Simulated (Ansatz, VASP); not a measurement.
**Two plane-wave programs on InAs**

```
In As
1.0
     0.00000    3.05356    3.05356
     3.05356    0.00000    3.05356
     3.05356    3.05356    0.00000
In As
1 1
Direct
  0.75000 0.75000 0.75000
  0.00000 0.00000 0.00000
```

Alike in both runs: functional r2SCAN; k mesh 10 × 10 × 10; occupations gaussian, width 0.01 eV; no spin polarisation.

Ansatz relaxed the structure, and its values are those at the end. VASP's run is a single point on that final structure, the one shown.

```csv
,VASP,Ansatz
version,VASP 6.6.1,Ansatz 0.2.0
potentials or method,"VASP PAW PBE potentials, release 64 (In_d, As), cutoff 520 eV","scalar-relativistic, plane waves, PAW"
valence electrons in the cell,18,28
```

```csv
,VASP,Ansatz,Ansatz less VASP
gap on the k mesh at the Fermi level (eV),0.09,0.09,+0.002
least direct gap on the mesh (eV),0.09,0.09,+0.002
pressure (GPa),0.0,0.0,0.00
```

VASP's potentials were made for PBE, not for r2SCAN. VASP's potentials hold 18 valence electrons a cell and Ansatz's 28, so a difference there can come from the potentials and not from the codes.
